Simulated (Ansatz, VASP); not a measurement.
**One calculation of InAs, two programs**

```xyz
2
Lattice="0.0000 3.0180 3.0180 3.0180 0.0000 3.0180 3.0180 3.0180 0.0000" Properties=species:S:1:pos:R:3 pbc="T T T"
In    0.0000    0.0000    0.0000
As    4.5270    4.5270    4.5270
```

Alike in both runs: task single point; functional PBE; k mesh 8 × 8 × 8; occupations gaussian, width 0.1 eV; no spin polarisation.

```csv
,VASP,Ansatz
version,VASP 6.6.1,Ansatz 0.2.0
potentials or method,"VASP PAW PBE potentials, release 64 (In_d_GW, As_GW)",Ansatz PAW
plane-wave cutoff (eV),550,420
valence electrons in the cell,18,28
```

```tsv
	VASP	Ansatz	Ansatz less VASP
gap on the k mesh at the Fermi level (eV)	none	none	-
pressure (GPa)	4.2	4.3	+0.09
```

A gap of «none» marks a metal or a gap that the smearing closes. VASP's potentials hold 18 valence electrons a cell and Ansatz's 28, so a difference there can come from the potentials and not from the codes.
